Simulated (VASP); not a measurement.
# TiO2 (P4_2/mnm) in VASP: notebook

Runs on TiO2. Level: r2SCAN. Tasks: single point.

Everything below comes from runs of VASP 6.6.1. Logs are shortened: lines on timing, memory, paths and dates and some standing lists are left out, and cuts for length are marked.

### Step 1. The cell of the first run

It takes space group P4_2/mnm (No. 136, tetragonal). Conventional cell: a = 4.566 Å, b = 4.566 Å, c = 2.944 Å, α = 90.00°, β = 90.00°, γ = 90.00°. Ti (site symmetry mmm) has 6 O at 1.94 to 1.96 Å within 2.6 Å. Within 2.6 Å of O (site symmetry m2m) lie 3 Ti at 1.94 to 1.96 Å and 1 O at 2.53 Å.

### Step 2. Single point, r2SCAN

File POSCAR:

```
TiO2
1.0
    4.5656520760      0.0000000000      0.0000000000
    0.0000000000      4.5656520760      0.0000000000
    0.0000000000      0.0000000000      2.9444662605
Ti O
2 4
Direct
    0.0000000000      0.0000000000      0.0000000000
    0.5000000000      0.5000000000      0.5000000000
    0.3040478127      0.3040478127      0.0000000000
    0.1959521873      0.8040478127      0.5000000000
    0.6959521873      0.6959521873      0.0000000000
    0.8040478127      0.1959521873      0.5000000000
```

File INCAR.step1:

```
SYSTEM = TiO2
PREC = Accurate
ENCUT = 520
ISMEAR = 0
SIGMA = 0.01
LREAL = .False.
LASPH = .True.
NELM = 100
NBANDS = 33
GGA = PE
ALGO = Normal
EDIFF = 1E-4
LWAVE = .True.
LCHARG = .False.
```

File INCAR.step2:

```
SYSTEM = TiO2
PREC = Accurate
ENCUT = 520
EDIFF = 1E-6
ISMEAR = 0
SIGMA = 0.01
LREAL = .False.
LASPH = .True.
NELM = 100
ALGO = Normal
ISIF = 2
LWAVE = .False.
LCHARG = .False.
METAGGA = R2SCAN
LMIXTAU = .True.
NBANDS = 33
ISTART = 1
```

File KPOINTS:

```
regular mesh
0
Gamma
  4 4 6
  0 0 0
```

Potentials or basis: VASP PAW PBE potentials, release 64 (Ti_sv, O).

Launch:

```bash
$ cat potpaw_PBE.64/Ti_sv/POTCAR potpaw_PBE.64/O/POTCAR > POTCAR
$ cp INCAR.step1 INCAR
$ mpirun -np 1 vasp_std > vasp.out
$ cp INCAR.step2 INCAR
$ mpirun -np 1 vasp_std > vasp.out
```

OUTCAR:

```text
SYSTEM = TiO2
   PREC = Accurate
   ENCUT = 520
   EDIFF = 1E-6
   ISMEAR = 0
   LREAL = .False.
   LASPH = .True.
   NELM = 100
   ISIF = 2
   METAGGA = R2SCAN
   ISTART = 1

 ion  position               nearest neighbor table
   1  0.000  0.000  0.000-   4 1.94   6 1.94   4 1.94   6 1.94   5 1.96   3 1.96
   2  0.500  0.500  0.500-   3 1.94   5 1.94   3 1.94   5 1.94   4 1.96   6 1.96
   3  0.304  0.304  0.000-   2 1.94   2 1.94   1 1.96
   4  0.196  0.804  0.500-   1 1.94   1 1.94   2 1.96
   5  0.696  0.696  0.000-   2 1.94   2 1.94   1 1.96
   6  0.804  0.196  0.500-   1 1.94   1 1.94   2 1.96

  LATTYP: Found a simple tetragonal cell.
 ALAT       =     4.5656520760
 C/A-ratio  =     0.6449169169

  Lattice vectors:

 A1 = (   4.5656520760,   0.0000000000,   0.0000000000)
 A2 = (   0.0000000000,   4.5656520760,   0.0000000000)
 A3 = (   0.0000000000,   0.0000000000,   2.9444662605)

Analysis of symmetry for initial positions (statically):
=====================================================================
 Subroutine PRICEL returns:
 Original cell was already a primitive cell.

 Routine SETGRP: Setting up the symmetry group for a
 simple tetragonal supercell.

 Subroutine GETGRP returns: Found 16 space group operations
 (whereof  8 operations were pure point group operations)
 out of a pool of 16 trial point group operations.

The static configuration has the point symmetry D_2h.
 The point group associated with its full space group is D_4h.

Analysis of symmetry for dynamics (positions and initial velocities):
=====================================================================
 Subroutine PRICEL returns:
 Original cell was already a primitive cell.

 Routine SETGRP: Setting up the symmetry group for a
 simple tetragonal supercell.

 Subroutine GETGRP returns: Found 16 space group operations
 (whereof  8 operations were pure point group operations)
 out of a pool of 16 trial point group operations.

The dynamic configuration has the point symmetry D_2h.
 The point group associated with its full space group is D_4h.

 Subroutine INISYM returns: Found 16 space group operations
 (whereof  8 operations are pure point group operations),
 and found     1 'primitive' translations

----------------------------------------------------------------------------------------

                                     Primitive cell

  volume of cell :      61.3779

  direct lattice vectors                    reciprocal lattice vectors
     4.565652076  0.000000000  0.000000000     0.219026764  0.000000000  0.000000000
     0.000000000  4.565652076  0.000000000     0.000000000  0.219026764  0.000000000
     0.000000000  0.000000000  2.944466261     0.000000000  0.000000000  0.339620125

  length of vectors
     4.565652076  4.565652076  2.944466261     0.219026764  0.219026764  0.339620125

  position of ions in fractional coordinates (direct lattice)
     0.000000000  0.000000000  0.000000000
     0.500000000  0.500000000  0.500000000
     0.304047813  0.304047813  0.000000000
     0.195952187  0.804047813  0.500000000
     0.695952187  0.695952187  0.000000000
     0.804047813  0.195952187  0.500000000

  ion indices of the primitive-cell ions
   primitive index   ion index
                 1           1
                 2           2
                 3           3
                 4           4
                 5           5
                 6           6

----------------------------------------------------------------------------------------

 KPOINTS: regular mesh

Automatic generation of k-mesh.
 Grid dimensions read from file:
 generate k-points for:    4    4    6

 Generating k-lattice:

  Cartesian coordinates                     Fractional coordinates (reciprocal lattice)
     0.054756691  0.000000000  0.000000000     0.250000000  0.000000000  0.000000000
     0.000000000  0.054756691  0.000000000     0.000000000  0.250000000  0.000000000
     0.000000000  0.000000000  0.056603354     0.000000000  0.000000000  0.166666667

  Length of vectors
     0.054756691  0.054756691  0.056603354

  Shift w.r.t. Gamma in fractional coordinates (k-lattice)
     0.000000000  0.000000000  0.000000000

 Subroutine IBZKPT returns following result:
 ===========================================

 Found     24 irreducible k-points:

 Following reciprocal coordinates:
            Coordinates               Weight
  0.000000  0.000000  0.000000      1.000000
  0.250000  0.000000  0.000000      4.000000
  0.500000  0.000000  0.000000      2.000000
  0.250000  0.250000  0.000000      4.000000
  0.500000  0.250000  0.000000      4.000000
  0.500000  0.500000  0.000000      1.000000
[... 16 lines left out ...]
  0.500000  0.250000  0.500000      4.000000
  0.500000  0.500000  0.500000      1.000000
   k-points           NKPTS =     24   k-points in BZ     NKDIM =     24   number of bands    NBANDS=     33
   number of dos      NEDOS =    301   number of ions     NIONS =      6
   total plane-waves  NPLWV =  31104
   dimension x,y,z NGX =    36 NGY =   36 NGZ =   24
   dimension x,y,z NGXF=    72 NGYF=   72 NGZF=   48
   ions per type =               2   4
   NGX,Y,Z   is equivalent  to a cutoff of  13.11, 13.11, 13.55 a.u.
   NGXF,Y,Z  is equivalent  to a cutoff of  26.22, 26.22, 27.10 a.u.
 SYSTEM =  TiO2
   PREC   = accura    normal or accurate (medium, high low for compatibility)
   ISTART =      1    job   : 0-new  1-cont  2-samecut
   ICHARG =      0    charge: 1-file 2-atom 10-const
   ISPIN  =      1    spin polarized calculation?
   LNONCOLLINEAR =      F non collinear calculations
   LSORBIT =      F    spin-orbit coupling
   LASPH  =      T    aspherical Exc in radial PAW
   ENCUT  =  520.0 eV  38.22 Ry    6.18 a.u.   8.49  8.49  5.47*2*pi/ulx,y,z
   NELM   =    100;   NELMIN=  2; NELMDL=  0     # of ELM steps
   EDIFF  = 0.1E-05   stopping-criterion for ELM
   LREAL  =      F    real-space projection
   EDIFFG = 0.1E-04   stopping-criterion for IOM
   NSW    =      0    number of steps for IOM
   IBRION =     -1    ionic relax: 0-MD 1-quasi-New 2-CG
   NFREE  =      0    steps in history (QN), initial steepest desc. (CG)
   ISIF   =      2    stress and relaxation
   ISYM   =      2    0-nonsym 1-usesym 2-fastsym
   POTIM  = 0.5000    time-step for ionic-motion
   TEBEG  =    0.0;   TEEND  =   0.0 temperature during run
   PSTRESS=    0.0 pullay stress
   NELECT =      48.0000    total number of electrons
   NUPDOWN=      -1.0000    fix difference up-down
   EMIN   =  10.00;   EMAX   =-10.00  energy-range for DOS
   EFERMI =   0.00;   METHOD = LEGACY
   ISMEAR =     0;   SIGMA  =   0.01  broadening in eV -4-tet -1-fermi 0-gaus
   EFERMI_NEDOS =   21; number of points for ismear=-14 and -15
   IALGO  =     38    algorithm
   IMIX   =      4    mixing-type and parameters
     AMIX     =   0.40;   BMIX     =  1.00
     AMIX_MAG =   1.60;   BMIX_MAG =  1.00
  volume/ion in A,a.u.               =      10.23        69.03
  Fermi-wavevector in a.u.,A,eV,Ry     =   1.508289  2.850253 30.952371  2.274935
  Thomas-Fermi vector in A             =   2.618763
   LORBIT       =      0    0 simple, 1 ext, 2 COOP (PROOUT), +10 PAW based schemes
   METAGGA = R2SCAN    functional components
   LHFCALC =     F    Hartree Fock is set to
   AEXX    =    0.0000 exact exchange contribution
   IVDW    =     0    specifies the selected vdW correction
   LEPSILON=     F    determine dielectric tensor
   LRPA    =     F    only Hartree local field effects (RPA)
 non-spin polarized calculation
 Gauss-broadening in eV      SIGMA  =   0.01
  energy-cutoff  :      520.00
  volume of cell :       61.38
 maximum number of plane-waves:      1671
 NGX is ok and might be reduce to    36
   NGX = 17   NGY = 17   NGZ = 11

 number of electron      48.0000010 magnetization

 Free energy of the ion-electron system (eV)
  ---------------------------------------------------
  ext. energy  EPLUGINS =         0.00000000
  ---------------------------------------------------
  free energy    TOTEN  =       -69.77171287 eV

  energy without entropy =      -69.77171287  energy(sigma->0) =      -69.77171287

 E-fermi :   4.8463     XC(G=0): -12.2556

 val. band max:        4.7401385484   @ k =   0.0000   0.0000   0.0000
 cond. band min:       6.9863585161   @ k =   0.0000   0.0000   0.0000
 fundamental gap:      2.2462199677
 Fermi energy:         4.8463462666

 k-point     1 :       0.0000    0.0000    0.0000
  band No.  band energies     occupation
      1     -54.3652      2.00000
      2     -54.3455      2.00000
      3     -29.6502      2.00000
      4     -29.6502      2.00000
      5     -29.4594      2.00000
      6     -29.4594      2.00000
[... 25 lines left out ...]
     32      11.8269      0.00000
     33      11.8269      0.00000

 k-point     2 :       0.2500    0.0000    0.0000
  band No.  band energies     occupation
      1     -54.3623      2.00000
      2     -54.3483      2.00000
      3     -29.6274      2.00000
      4     -29.6255      2.00000
      5     -29.4867      2.00000
      6     -29.4847      2.00000
[... 25 lines left out ...]
     32      11.6167      0.00000
     33      11.6549      0.00000

 k-point     3 :       0.5000    0.0000    0.0000
  band No.  band energies     occupation
      1     -54.3553      2.00000
      2     -54.3553      2.00000
      3     -29.5858      2.00000
      4     -29.5858      2.00000
      5     -29.5288      2.00000
      6     -29.5288      2.00000
[... 25 lines left out ...]
     32      11.3519      0.00000
     33      11.4245      0.00000

 k-point     4 :       0.2500    0.2500    0.0000
  band No.  band energies     occupation
      1     -54.3602      2.00000
      2     -54.3504      2.00000
      3     -29.6571      2.00000
      4     -29.5863      2.00000
      5     -29.5283      2.00000
      6     -29.4551      2.00000
[... 673 lines left out ...]
     32      11.1154      0.00000
     33      11.1964      0.00000

 k-point    23 :       0.5000    0.2500    0.5000
  band No.  band energies     occupation
      1     -54.3119      2.00000
      2     -54.3119      2.00000
      3     -29.8944      2.00000
      4     -29.8944      2.00000
      5     -29.4859      2.00000
      6     -29.4859      2.00000
[... 25 lines left out ...]
     32      10.3932      0.00000
     33      12.0289      0.00000

 k-point    24 :       0.5000    0.5000    0.5000
  band No.  band energies     occupation
      1     -54.3118      2.00000
      2     -54.3118      2.00000
      3     -29.8866      2.00000
      4     -29.8866      2.00000
      5     -29.4942      2.00000
      6     -29.4942      2.00000
[... 25 lines left out ...]
     32      11.1633      0.00000
     33      11.1847      0.00000

------------------------ aborting loop because EDIFF is reached ----------------------------------------

  FORCE on cell =-STRESS in cart. coord.  units (eV):
  Direction    XX          YY          ZZ          XY          YZ          ZX
  --------------------------------------------------------------------------------------
  -------------------------------------------------------------------------------------
  Total        1.9599016      1.9599016      2.2204444     -0.0000000      0.0000000      0.0000000
  in kB       51.1602484     51.1602484     57.9613214     -0.0000000      0.0000000      0.0000000
  external PRESSURE =      53.4272728 kB  Pullay stress =       0.0000000 kB

 VOLUME and BASIS-vectors are now :
 -----------------------------------------------------------------------------
  energy-cutoff  :      520.00
  volume of cell :       61.38
      direct lattice vectors                 reciprocal lattice vectors
     4.565652076  0.000000000  0.000000000     0.219026764  0.000000000  0.000000000
     0.000000000  4.565652076  0.000000000     0.000000000  0.219026764  0.000000000
     0.000000000  0.000000000  2.944466261     0.000000000  0.000000000  0.339620125

 POSITION                                       TOTAL-FORCE (eV/Angst)
 -----------------------------------------------------------------------------------
      0.00000      0.00000      0.00000        -0.000000      0.000000      0.000000
      2.28283      2.28283      1.47223        -0.000000      0.000000      0.000000
      1.38818      1.38818      0.00000        -0.021719     -0.021719      0.000000
      0.89465      3.67100      1.47223         0.021719     -0.021719      0.000000
      3.17748      3.17748      0.00000         0.021719      0.021719      0.000000
      3.67100      0.89465      1.47223        -0.021719      0.021719      0.000000
 -----------------------------------------------------------------------------------
    total drift:                                0.000000      0.000000      0.000000

  FREE ENERGIE OF THE ION-ELECTRON SYSTEM (eV)
  ---------------------------------------------------
  free  energy   TOTEN  =       -69.7717128718 eV

  energy  without entropy=      -69.7717128718  energy(sigma->0) =      -69.77171287
```

It took 3.8 min on 1 thread of Intel Xeon 8259CL, shared host; peak memory 0.19 GiB.

Results:

```
Free energy            : -69.7717 eV
Pressure               : 5.3 GPa
Largest force          : 0.031 eV/Å
Band gap on the k mesh : 2.25 eV
```

Forces on the atoms (eV/Å):
```
Ti   0.000  0.000  0.000
Ti   0.000  0.000  0.000
O   -0.022 -0.022  0.000
O    0.022 -0.022  0.000
O    0.022  0.022  0.000
O   -0.022  0.022  0.000
```

Caveat: the cell stands under pressure; the PAW data sets were made with another functional, which shifts forces and pressure a little. r2SCAN opens gaps a little over a GGA but as a rule still falls short of measured ones.

### Step 3. Single point, r2SCAN

This run uses another cell than the first one, of 10.31 Å³/atom.

File POSCAR:

```
TiO2
1.0
    4.5809662496      0.0000000000      0.0000000000
    0.0000000000      4.5809662496      0.0000000000
    0.0000000000      0.0000000000      2.9488291024
Ti O
2 4
Direct
    0.0000000000      0.0000000000      0.0000000000
    0.5000000000      0.5000000000      0.5000000000
    0.3043120607      0.3043120607      0.0000000000
    0.1956879393      0.8043120607      0.5000000000
    0.6956879393      0.6956879393      0.0000000000
    0.8043120607      0.1956879393      0.5000000000
```

File INCAR.step1:

```
SYSTEM = TiO2
PREC = Accurate
ENCUT = 520
ISMEAR = 0
SIGMA = 0.01
LREAL = .FALSE.
LASPH = .TRUE.
NELM = 80
NBANDS = 33
GGA = PE
ALGO = Normal
EDIFF = 1E-4
LWAVE = .TRUE.
LCHARG = .FALSE.
```

File INCAR.step2:

```
SYSTEM = TiO2
PREC = Accurate
ENCUT = 520
EDIFF = 1E-6
ISMEAR = 0
SIGMA = 0.01
LREAL = .FALSE.
LASPH = .TRUE.
NELM = 80
ALGO = Normal
ISIF = 2
LWAVE = .FALSE.
LCHARG = .FALSE.
METAGGA = R2SCAN
LMIXTAU = .TRUE.
NBANDS = 33
ISTART = 1
```

File KPOINTS:

```
Automatic mesh
0
G
  4 4 6
  0 0 0
```

Potentials or basis: VASP PAW PBE potentials, release 64 (Ti_sv, O).

Launch:

```bash
$ cat potpaw_PBE.64/Ti_sv/POTCAR potpaw_PBE.64/O/POTCAR > POTCAR
$ cp INCAR.step1 INCAR
$ mpirun -np 1 vasp_std > vasp.out
$ cp INCAR.step2 INCAR
$ mpirun -np 1 vasp_std > vasp.out
```

Wall time 4.2 min (1 thread of Intel Xeon 8259CL, shared host); peak memory 0.2 GiB.

The run converged. Its results:

| Property | Result |
| --- | --- |
| Free energy | -69.7857 eV |
| Pressure | 3.3 GPa |
| Largest force | 0.032 eV/Å |
| Band gap on the k mesh | 2.24 eV |

Forces on the atoms (eV/Å):
```
Ti   0.000  0.000  0.000
Ti   0.000  0.000  0.000
O   -0.023 -0.023  0.000
O    0.023 -0.023  0.000
O    0.023  0.023  0.000
O   -0.023  0.023  0.000
```

Stress tensor (GPa, compression positive):
```
3.06 0.00 0.00
0.00 3.06 0.00
0.00 0.00 3.80
```

Levels at points of the mesh, in eV from the valence-band top:
```
           k point  band 21  band 22  band 23  band 24  band 25  band 26  band 27  band 28
(0.00, 0.00, 0.00)    -0.77    -0.50    -0.50     0.00     2.24     2.56     2.80     2.90
(0.50, 0.00, 0.00)    -1.73    -1.73    -0.78    -0.78     2.93     2.93     3.44     3.44
(0.50, 0.50, 0.00)    -1.40    -1.40    -1.14    -1.14     2.27     2.27     2.92     2.92
(0.00, 0.00, 0.50)    -2.45    -2.45    -1.49    -1.49     3.37     3.37     3.61     3.61
(0.50, 0.00, 0.50)    -2.09    -2.09    -1.11    -1.11     2.30     2.30     3.64     3.64
(0.50, 0.50, 0.50)    -1.34    -1.34    -0.72    -0.72     2.99     2.99     3.62     3.62
```

Caveat: the cell stands under pressure; the PAW data sets were made with another functional, which shifts forces and pressure a little. A k mesh can miss the band edges.

[end of part 1 of 2]
